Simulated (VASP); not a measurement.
A run of VASP 6.6.1 is set up as follows.

Contents of INCAR:

```
SYSTEM = BAs
ALGO = Normal
EDIFF = 1E-7
ENCUT = 520
GGA = CA
ISIF = 2
ISMEAR = 0
LASPH = .True.
LCHARG = .False.
LREAL = .False.
LWAVE = .False.
NBANDS = 11
NELM = 80
PREC = Accurate
SIGMA = 0.01
```

File KPOINTS:

```
k-points
0
Gamma
  8 8 8
  0 0 0
```

POSCAR

```
BAs
1.0
    0.0000000000      2.3660560334      2.3660560334
    2.3660560334      0.0000000000      2.3660560334
    2.3660560334      2.3660560334      0.0000000000
B As
1 1
Direct
    0.0000000000      0.0000000000      0.0000000000
    0.2500000000      0.2500000000      0.2500000000
```

Potentials or basis: VASP PAW LDA potentials, release 64 (B, As).

Command:

```sh
$ cat potpaw_LDA.64/B/POTCAR potpaw_LDA.64/As/POTCAR > POTCAR
$ mpirun -np 1 vasp_std > vasp.out
```

Problem. Estimate the band gap on the k mesh.

Solution. 1.11 eV, indirect (least direct gap 3.29 eV).

Problem. Estimate the pressure.

Solution. 1.0 GPa.

A k mesh can miss the band edges. A hybrid or GW would open this gap; LDA tends to underestimate it.
